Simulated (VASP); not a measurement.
Set up this calculation in VASP 6.6.1, as the native input.

| Quantity | Value |
| --- | --- |
| Task | relaxation of cell and atoms |
| Functional | PBE |
| Potentials or basis | VASP PAW PBE potentials, release 64 (La) |
| Cutoff | 600 eV |
| k mesh | 16 × 16 × 9 |
| Occupations | fermi-dirac, width 0.05 eV |
| Spin | no spin polarisation |
| Target pressure | 130 GPa |
| Dipole correction | no |
| Further INCAR settings | ALGO = Normal; EDIFF = 1e-06; IBRION = 2; EDIFFG = -0.005; NSW = 32; ISIF = 3 |

The structure of La lies in POSCAR:

```
La
1.0
    2.7500688735      0.0000000000      0.0000000000
   -1.3750344368      2.3816295066      0.0000000000
    0.0000000000      0.0000000000      4.6417618397
La
2
Direct
    0.3333333333      0.6666666667      0.2500000000
    0.6666666667      0.3333333333      0.7500000000
```

One way to write it, as run:

INCAR

```
SYSTEM = La
ALGO = Normal ; EDIFF = 1E-6
EDIFFG = -0.005 ; ENCUT = 600
GGA = PE ; IBRION = 2
ISIF = 3 ; ISMEAR = -1
LASPH = .True. ; LCHARG = .False.
LREAL = .False. ; LWAVE = .False.
NELM = 80 ; NSW = 32
PREC = Accurate ; PSTRESS = 1300.0
SIGMA = 0.05
```

KPOINTS

```
k-points
0
Gamma
  16 16 9
  0 0 0
```

Potentials or basis: VASP PAW PBE potentials, release 64 (La).

Launch:

```console
$ cat potpaw_PBE.64/La/POTCAR > POTCAR
$ mpirun -np 1 vasp_std > vasp.out
```

Results of the run:

```
Relaxed volume                                             : 15.20 Å³/atom
Relaxed cell                                               : a = 2.750 Å, b = 2.750 Å, c = 4.643 Å, α = 90.00°, β = 90.00°, γ = 120.00°
Space group after relaxing (to 0.1 Å)                      : P6_3/mmc (No. 194)
Energy change on relaxing (the run minimises the enthalpy) : -2.8 meV/atom
Ionic steps                                                : 3
Pressure after relaxing                                    : 130.0 GPa
Band gap on the k mesh                                     : zero (bands 11 and 12 overlap by 4.77 eV)
```

Caveat: the cell is relaxed towards a set pressure, so the run minimises the enthalpy, not the energy; spin-orbit coupling is left out, which moves the levels of the heavy elements.

It took 67 s on 1 thread of Intel(R) Xeon(R) 6975P-C (Granite Rapids) (shared host), peak memory 0.24 GiB.
